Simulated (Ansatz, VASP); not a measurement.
# Bi2Se3 in VASP and in Ansatz

```xyz
10
Lattice="4.1035 0.0000 0.0000 -2.0518 3.5538 0.0000 0.0000 0.0000 31.2368" Properties=species:S:1:pos:R:3 pbc="T T T"
Se    0.0000    0.0000    7.5220
Se    2.0518    1.1846   10.9634
Se    0.0000    2.3692   14.4255
Se    2.0518    1.1846   16.8113
Se    0.0000    2.3692   20.2734
Se    0.0000    0.0000   23.7148
Bi    0.0000    2.3692    9.0621
Bi    0.0000    0.0000   12.8603
Bi    0.0000    0.0000   18.3765
Bi    2.0518    1.1846   22.1747
```

Alike in both runs: functional LDA; k mesh 9 × 9 × 1; occupations gaussian, width 0.1 eV; no spin polarisation.

Ansatz relaxed the structure, and its values are those at the end. VASP's run is a single point on that final structure, the one shown.

|  | VASP | Ansatz |
| --- | --- | --- |
| version | VASP 6.6.1 | Ansatz 0.2.0 |
| potentials or method | VASP PAW LDA potentials, release 64 (Se, Bi_d), cutoff 520 eV | scalar-relativistic, plane waves, PAW |
| valence electrons in the cell | 96 | 156 |

```csv
,VASP,Ansatz,Ansatz less VASP
gap on the k mesh at the Fermi level (eV),0.41,0.42,+0.009
least direct gap on the mesh (eV),0.41,0.42,+0.009
rms of the force components (eV/Å),0.014,0.002,-0.0117
```

LDA's correlation is that of Perdew and Zunger in VASP and of Perdew and Wang (1992) in Ansatz. VASP's potentials hold 96 valence electrons a cell and Ansatz's 156, so a difference there can come from the potentials and not from the codes. Ansatz's warnings: xc potential rough in thin density.

Neither program's run includes spin-orbit coupling.
